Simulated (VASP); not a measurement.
# W2N (I4/mmm) in VASP: further runs

Runs on W2N. Level: PBE. Tasks: single point.

Program: VASP 6.6.1. These are calculated values, not measurements. Logs are shortened: lines on timing, memory, paths and dates and some standing lists are left out, and cuts for length are marked.

## 1. The cell of the first run

It takes space group I4/mmm (No. 139, tetragonal). The conventional cell has a = 2.721 Å, b = 2.721 Å, c = 9.833 Å, α = 90.00°, β = 90.00°, γ = 90.00°. W (site symmetry 4mm) has 4 N at 2.36 Å and 9 W at 2.72 to 2.91 Å within 3.1 Å. N (site symmetry 4/mmm) has 8 W at 2.36 Å and 4 N at 2.72 Å within 3.1 Å.

## 2. Single point, PBE

File INCAR:

```
SYSTEM = W2N
ALGO = Normal
EDIFF = 1E-7
ENCUT = 520
GGA = PE
ISIF = 2
ISMEAR = 0
LASPH = .True.
LCHARG = .True.
LELF = .True.
LREAL = .False.
LVHAR = .True.
LWAVE = .False.
NBANDS = 24
NELM = 80
PREC = Accurate
SIGMA = 0.1
```

File KPOINTS:

```
k-points
0
Gamma
  24 24 24
  0 0 0
```

File POSCAR:

```
W2N
1.0
   -1.3605956446      1.3605956446      4.9163293646
    1.3605956446     -1.3605956446      4.9163293646
    1.3605956446      1.3605956446     -4.9163293646
W N
2 1
Direct
    0.6392219216      0.6392219216      0.0000000000
    0.3607780784      0.3607780784      0.0000000000
    0.0000000000      0.0000000000      0.0000000000
```

Potentials or basis: VASP PAW PBE potentials, release 64 (W_sv, N).

Launch:

```console
> cat potpaw_PBE.64/W_sv/POTCAR potpaw_PBE.64/N/POTCAR > POTCAR
> mpirun -np 1 vasp_std > vasp.out
```

OUTCAR:

```text
SYSTEM = W2N
   EDIFF = 1E-7
   ENCUT = 520
   GGA = PE
   ISIF = 2
   ISMEAR = 0
   LASPH = .True.
   LREAL = .False.
   NELM = 80
   PREC = Accurate

 ion  position               nearest neighbor table
   1  0.639  0.639  0.000-   3 2.36   3 2.36   3 2.36   3 2.36   2 2.74   2 2.91   2 2.91   2 2.91
                             2 2.91
   2  0.361  0.361  0.000-   3 2.36   3 2.36   3 2.36   3 2.36   1 2.74   1 2.91   1 2.91   1 2.91
                             1 2.91
   3  0.000  0.000  0.000-   1 2.36   1 2.36   1 2.36   2 2.36   1 2.36   2 2.36   2 2.36   2 2.36

  LATTYP: Found a body centered tetragonal cell.
 ALAT       =     2.7211912892
 C/A-ratio  =     3.6133655022

  Lattice vectors:

 A1 = (  -1.3605956446,   1.3605956446,   4.9163293646)
 A2 = (   1.3605956446,  -1.3605956446,   4.9163293646)
 A3 = (   1.3605956446,   1.3605956446,  -4.9163293646)

Analysis of symmetry for initial positions (statically):
=====================================================================
 Subroutine PRICEL returns:
 Original cell was already a primitive cell.

 Routine SETGRP: Setting up the symmetry group for a
 body centered tetragonal supercell.

 Subroutine GETGRP returns: Found 16 space group operations
 (whereof 16 operations were pure point group operations)
 out of a pool of 16 trial point group operations.

The static configuration has the point symmetry D_4h.

Analysis of symmetry for dynamics (positions and initial velocities):
=====================================================================
 Subroutine PRICEL returns:
 Original cell was already a primitive cell.

 Routine SETGRP: Setting up the symmetry group for a
 body centered tetragonal supercell.

 Subroutine GETGRP returns: Found 16 space group operations
 (whereof 16 operations were pure point group operations)
 out of a pool of 16 trial point group operations.

The dynamic configuration has the point symmetry D_4h.

 Subroutine INISYM returns: Found 16 space group operations
 (whereof 16 operations are pure point group operations),
 and found     1 'primitive' translations

----------------------------------------------------------------------------------------

                                     Primitive cell

  volume of cell :      36.4048

  direct lattice vectors                    reciprocal lattice vectors
    -1.360595645  1.360595645  4.916329365     0.000000000  0.367486109  0.101701892
     1.360595645 -1.360595645  4.916329365     0.367486109  0.000000000  0.101701892
     1.360595645  1.360595645 -4.916329365     0.367486109  0.367486109  0.000000000
[... 86 lines left out ...]
   EDIFF  = 0.1E-06   stopping-criterion for ELM
   LREAL  =      F    real-space projection
   EDIFFG = 0.1E-05   stopping-criterion for IOM
   NSW    =      0    number of steps for IOM
   IBRION =     -1    ionic relax: 0-MD 1-quasi-New 2-CG
   NFREE  =      0    steps in history (QN), initial steepest desc. (CG)
   ISIF   =      2    stress and relaxation
   ISYM   =      2    0-nonsym 1-usesym 2-fastsym
   POTIM  = 0.5000    time-step for ionic-motion
   TEBEG  =    0.0;   TEEND  =   0.0 temperature during run
   PSTRESS=    0.0 pullay stress
   NELECT =      33.0000    total number of electrons
   NUPDOWN=      -1.0000    fix difference up-down
   EMIN   =  10.00;   EMAX   =-10.00  energy-range for DOS
   EFERMI =   0.00;   METHOD = LEGACY
   ISMEAR =     0;   SIGMA  =   0.10  broadening in eV -4-tet -1-fermi 0-gaus
   EFERMI_NEDOS =   21; number of points for ismear=-14 and -15
   IALGO  =     38    algorithm
   IMIX   =      4    mixing-type and parameters
     AMIX     =   0.40;   BMIX     =  1.00
     AMIX_MAG =   1.60;   BMIX_MAG =  1.00
  volume/ion in A,a.u.               =      12.13        81.89
  Fermi-wavevector in a.u.,A,eV,Ry     =   1.584382  2.994047 34.154227  2.510265
  Thomas-Fermi vector in A             =   2.684008
   LORBIT       =      0    0 simple, 1 ext, 2 COOP (PROOUT), +10 PAW based schemes
   GGA     = PE    functional components
   LHFCALC =     F    Hartree Fock is set to
   AEXX    =    0.0000 exact exchange contribution
   IVDW    =     0    specifies the selected vdW correction
   LEPSILON=     F    determine dielectric tensor
   LRPA    =     F    only Hartree local field effects (RPA)
 non-spin polarized calculation
 Gauss-broadening in eV      SIGMA  =   0.10
  energy-cutoff  :      520.00
  volume of cell :       36.40
 maximum number of plane-waves:       996
   NGX = 19   NGY = 19   NGZ = 19

 number of electron      33.0000000 magnetization

 Free energy of the ion-electron system (eV)
  ---------------------------------------------------
  ext. energy  EPLUGINS =         0.00000000
  ---------------------------------------------------
  free energy    TOTEN  =       -32.80383142 eV

  energy without entropy =      -32.78885248  energy(sigma->0) =      -32.79634195

 E-fermi :  11.9169     XC(G=0): -13.8141

 val. band max:       11.9130990863   @ k =   0.2917   0.2917   0.0000
 cond. band min:      11.9170305092   @ k =  -0.3333   0.5000   0.2500
 fundamental gap:      0.0039314229
 Fermi energy:        11.9168644374

 k-point     1 :       0.0000    0.0000    0.0000
  band No.  band energies     occupation
      1     -62.6492      2.00000
      2     -62.5632      2.00000
      3     -27.3650      2.00000
      4     -26.4488      2.00000
      5     -26.4488      2.00000
      6     -26.3569      2.00000
[... 637 lines left out ...]
     23      18.3099      0.00000
     24      20.7197      0.00000

 [... further k-points ...]

------------------------ aborting loop because EDIFF is reached ----------------------------------------

  FORCE on cell =-STRESS in cart. coord.  units (eV):
  Direction    XX          YY          ZZ          XY          YZ          ZX
  --------------------------------------------------------------------------------------
  -------------------------------------------------------------------------------------
  Total        0.2363831      0.2363831      0.2500514      0.0000000      0.0000000      0.0000000
  in kB       10.4032239     10.4032239     11.0047643      0.0000000      0.0000000      0.0000000
  external PRESSURE =      10.6037374 kB  Pullay stress =       0.0000000 kB

 VOLUME and BASIS-vectors are now :
 -----------------------------------------------------------------------------
  energy-cutoff  :      520.00
  volume of cell :       36.40
      direct lattice vectors                 reciprocal lattice vectors
    -1.360595645  1.360595645  4.916329365     0.000000000  0.367486109  0.101701892
     1.360595645 -1.360595645  4.916329365     0.367486109  0.000000000  0.101701892
     1.360595645  1.360595645 -4.916329365     0.367486109  0.367486109  0.000000000

 POSITION                                       TOTAL-FORCE (eV/Angst)
 -----------------------------------------------------------------------------------
      0.00000      0.00000      6.28525         0.000000      0.000000      0.051290
      0.00000      0.00000      3.54741        -0.000000     -0.000000     -0.051290
      0.00000      0.00000      0.00000        -0.000000     -0.000000     -0.000000
 -----------------------------------------------------------------------------------
    total drift:                               -0.000000      0.000000      0.000000

  FREE ENERGIE OF THE ION-ELECTRON SYSTEM (eV)
  ---------------------------------------------------
  free  energy   TOTEN  =       -32.8038314201 eV

  energy  without entropy=      -32.7888524842  energy(sigma->0) =      -32.79634195
```

OSZICAR:

```text
N       E                     dE             d eps       ncg     rms          rms(c)
DAV:   1     0.342817197995E+03    0.34282E+03   -0.18853E+04 51096   0.159E+03
DAV:   2    -0.214307561020E+02   -0.36425E+03   -0.34968E+03 58592   0.480E+02
DAV:   3    -0.353018224615E+02   -0.13871E+02   -0.13497E+02 59496   0.938E+01
DAV:   4    -0.354629817440E+02   -0.16116E+00   -0.16105E+00 53872   0.106E+01
DAV:   5    -0.354644063206E+02   -0.14246E-02   -0.14246E-02 58408   0.104E+00    0.312E+01
DAV:   6    -0.332259041700E+02    0.22385E+01   -0.59244E+00 63120   0.223E+01    0.120E+01
DAV:   7    -0.329102345827E+02    0.31567E+00   -0.11117E+00 60128   0.984E+00    0.635E+00
DAV:   8    -0.328063133943E+02    0.10392E+00   -0.24249E-01 59080   0.490E+00    0.654E-01
DAV:   9    -0.328043523502E+02    0.19610E-02   -0.20101E-02 58032   0.117E+00    0.255E-01
DAV:  10    -0.328038599393E+02    0.49241E-03   -0.15030E-03 56104   0.410E-01    0.638E-02
DAV:  11    -0.328038322586E+02    0.27681E-04   -0.14174E-04 66632   0.132E-01    0.313E-02
DAV:  12    -0.328038325375E+02   -0.27899E-06   -0.16882E-05 65080   0.390E-02    0.515E-03
DAV:  13    -0.328038313965E+02    0.11411E-05   -0.30395E-06 59960   0.202E-02    0.181E-03
DAV:  14    -0.328038314201E+02   -0.23635E-07   -0.21920E-07 44608   0.433E-03
   1 F= -.32803831E+02 E0= -.32796342E+02  d E =-.149789E-01
```

stdout:

```text
POSCAR found type information on POSCAR W N
 POSCAR found :  2 types and       3 ions
 scaLAPACK will be used
 LDA part: xc-table for (Slater+PW92), standard interpolation
 POSCAR, INCAR and KPOINTS ok, starting setup
 FFT: planning ... GRIDC
 FFT: planning ... GRID_SOFT
 FFT: planning ... GRID
 WAVECAR not read
 entering main loop
```

Run time: 49 min. Hardware: 1 thread of Intel Xeon 8259CL, shared host; peak memory 0.88 GiB.

Results:

```yaml
Free_energy: -32.8038 eV
Pressure: 1.1 GPa
Largest_force: 0.051 eV/Å
Band_gap_on_the_k_mesh: zero (an odd number of electrons rules out a gap without spin polarisation)
```

Forces on the atoms (eV/Å):
```
W    0.000  0.000  0.051
W    0.000  0.000 -0.051
N    0.000  0.000  0.000
```

Caveat: spin-orbit coupling is left out, which moves the levels of the heavy elements.

## 3. Single point, PBE

This run uses another cell than the first one, of 12.09 Å³/atom.

File INCAR:

```
SYSTEM = W2N
  PREC = Accurate
  ENCUT = 1330
  EDIFF = 1E-6
  ISMEAR = 0
  SIGMA = 0.1
  LREAL = .False.
  LASPH = .True.
  NELM = 120
  ALGO = Normal
  ISIF = 2
  LWAVE = .False.
  LCHARG = .False.
  GGA = PE
  NBANDS = 24
  GGA_COMPAT = .False.
```

File KPOINTS:

```
regular mesh
0
Gamma
  6 6 6
  0 0 0
```

File POSCAR:

```
W2N
1.0
   -1.3627200942      1.3627200942      4.8831553095
    1.3627200942     -1.3627200942      4.8831553095
    1.3627200942      1.3627200942     -4.8831553095
W N
2 1
Direct
    0.6390662358      0.6390662358      0.0000000000
    0.3609337642      0.3609337642      0.0000000000
    0.0000000000      0.0000000000      0.0000000000
```

Potentials or basis: VASP PAW PBE potentials, release 64 (W_sv, N_h).

Launch:

```console
> cat potpaw_PBE.64/W_sv/POTCAR potpaw_PBE.64/N_h/POTCAR > POTCAR
> mpirun -np 1 vasp_std > vasp.out
```

OUTCAR:

```text
SYSTEM = W2N
   PREC = Accurate
   ENCUT = 1330
   EDIFF = 1E-6
   ISMEAR = 0
   LREAL = .False.
   LASPH = .True.
   NELM = 120
   ISIF = 2
   GGA = PE

 ion  position               nearest neighbor table
   1  0.639  0.639  0.000-   3 2.36   3 2.36   3 2.36   3 2.36   2 2.72   2 2.90   2 2.90   2 2.90
                             2 2.90
   2  0.361  0.361  0.000-   3 2.36   3 2.36   3 2.36   3 2.36   1 2.72   1 2.90   1 2.90   1 2.90
                             1 2.90
   3  0.000  0.000  0.000-   1 2.36   1 2.36   2 2.36   1 2.36   2 2.36   2 2.36   1 2.36   2 2.36

  LATTYP: Found a body centered tetragonal cell.
 ALAT       =     2.7254401884
 C/A-ratio  =     3.5833883497

  Lattice vectors:

 A1 = (  -1.3627200942,   1.3627200942,   4.8831553095)
 A2 = (   1.3627200942,  -1.3627200942,   4.8831553095)
 A3 = (   1.3627200942,   1.3627200942,  -4.8831553095)

Analysis of symmetry for initial positions (statically):
=====================================================================
 Subroutine PRICEL returns:
 Original cell was already a primitive cell.

 Routine SETGRP: Setting up the symmetry group for a
 body centered tetragonal supercell.

 Subroutine GETGRP returns: Found 16 space group operations
 (whereof 16 operations were pure point group operations)
 out of a pool of 16 trial point group operations.

The static configuration has the point symmetry D_4h.

Analysis of symmetry for dynamics (positions and initial velocities):
=====================================================================
 Subroutine PRICEL returns:
 Original cell was already a primitive cell.

 Routine SETGRP: Setting up the symmetry group for a
 body centered tetragonal supercell.

 Subroutine GETGRP returns: Found 16 space group operations
 (whereof 16 operations were pure point group operations)
 out of a pool of 16 trial point group operations.

The dynamic configuration has the point symmetry D_4h.

 Subroutine INISYM returns: Found 16 space group operations
[... 111 lines left out ...]
   NUPDOWN=      -1.0000    fix difference up-down
   EMIN   =  10.00;   EMAX   =-10.00  energy-range for DOS
   EFERMI =   0.00;   METHOD = LEGACY
   ISMEAR =     0;   SIGMA  =   0.10  broadening in eV -4-tet -1-fermi 0-gaus
   EFERMI_NEDOS =   21; number of points for ismear=-14 and -15
   IALGO  =     38    algorithm
   IMIX   =      4    mixing-type and parameters
     AMIX     =   0.40;   BMIX     =  1.00
     AMIX_MAG =   1.60;   BMIX_MAG =  1.00
  volume/ion in A,a.u.               =      12.09        81.59
  Fermi-wavevector in a.u.,A,eV,Ry     =   1.586310  2.997692 34.237441  2.516381
  Thomas-Fermi vector in A             =   2.685641
   LORBIT       =      0    0 simple, 1 ext, 2 COOP (PROOUT), +10 PAW based schemes
   GGA     = PE    functional components
   LHFCALC =     F    Hartree Fock is set to
   AEXX    =    0.0000 exact exchange contribution
   IVDW    =     0    specifies the selected vdW correction
   LEPSILON=     F    determine dielectric tensor
   LRPA    =     F    only Hartree local field effects (RPA)
 non-spin polarized calculation
 Gauss-broadening in eV      SIGMA  =   0.10
  energy-cutoff  :     1330.00
  volume of cell :       36.27
 maximum number of plane-waves:      4022
 NGX is ok and might be reduce to    64
   NGX = 31   NGY = 31   NGZ = 31

 number of electron      33.0000000 magnetization

 Free energy of the ion-electron system (eV)
  ---------------------------------------------------
  ext. energy  EPLUGINS =         0.00000000
  ---------------------------------------------------
  free energy    TOTEN  =       -32.90085998 eV

  energy without entropy =      -32.89332234  energy(sigma->0) =      -32.89709116

 E-fermi :  12.1813     XC(G=0): -13.8423

 val. band max:       12.1028041156   @ k =  -0.1667   0.5000   0.1667
 cond. band min:      12.2422212858   @ k =   0.5000   0.1667  -0.0000
 fundamental gap:      0.1394171702
 Fermi energy:        12.1813333707

 k-point     1 :       0.0000    0.0000    0.0000
  band No.  band energies     occupation
      1     -62.3799      2.00000
      2     -62.2891      2.00000
      3     -27.1001      2.00000
      4     -26.1988      2.00000
      5     -26.1988      2.00000
      6     -26.1065      2.00000
[... 637 lines left out ...]
     23      16.7023      0.00000
     24      19.2775      0.00000

 [... further k-points ...]
[... 5 lines left out ...]
  --------------------------------------------------------------------------------------
  -------------------------------------------------------------------------------------
  Total        0.2465365      0.2465365      0.2717637      0.0000000      0.0000000      0.0000000
  in kB       10.8897527     10.8897527     12.0040619      0.0000000      0.0000000      0.0000000
  external PRESSURE =      11.2611891 kB  Pullay stress =       0.0000000 kB

 VOLUME and BASIS-vectors are now :
 -----------------------------------------------------------------------------
  energy-cutoff  :     1330.00
  volume of cell :       36.27
      direct lattice vectors                 reciprocal lattice vectors
    -1.362720094  1.362720094  4.883155310     0.000000000  0.366913207  0.102392811
     1.362720094 -1.362720094  4.883155310     0.366913207  0.000000000  0.102392811
     1.362720094  1.362720094 -4.883155310     0.366913207  0.366913207  0.000000000

 POSITION                                       TOTAL-FORCE (eV/Angst)
 -----------------------------------------------------------------------------------
      0.00000      0.00000      6.24132         0.000000      0.000000      0.055635
      0.00000      0.00000      3.52499        -0.000000     -0.000000     -0.055635
      0.00000      0.00000      0.00000         0.000000      0.000000      0.000000
 -----------------------------------------------------------------------------------
    total drift:                               -0.000000     -0.000000     -0.000000

  FREE ENERGIE OF THE ION-ELECTRON SYSTEM (eV)
  ---------------------------------------------------
  free  energy   TOTEN  =       -32.9008599831 eV

  energy  without entropy=      -32.8933223354  energy(sigma->0) =      -32.89709116
```

stdout:

```text
POSCAR found type information on POSCAR W N
 POSCAR found :  2 types and       3 ions
 scaLAPACK will be used
 LDA part: xc-table for (Slater+PW92), standard interpolation
 POSCAR, INCAR and KPOINTS ok, starting setup
 FFT: planning ... GRIDC
 FFT: planning ... GRID_SOFT
 FFT: planning ... GRID
 WAVECAR not read
 entering main loop
```

Run time: 3.2 min. Hardware: 1 thread of Intel Xeon Platinum 8559C (Emerald Rapids), shared host; peak memory 0.63 GiB.

Results:

- Free energy: -32.9009 eV
- Pressure: 1.1 GPa
- Largest force: 0.056 eV/Å
- Band gap on the k mesh: zero (an odd number of electrons rules out a gap without spin polarisation)

Forces in eV/Å, atoms in the order of the input:
```
W    0.000  0.000  0.056
W    0.000  0.000 -0.056
N    0.000  0.000  0.000
```

Caveat: the k points lie up to 0.40 Å⁻¹ apart, too coarse for converged energies and pressures of a metal; spin-orbit coupling is left out, which moves the levels of the heavy elements.

The gap in the log of VASP goes by the Fermi energy; the results here count the filled bands.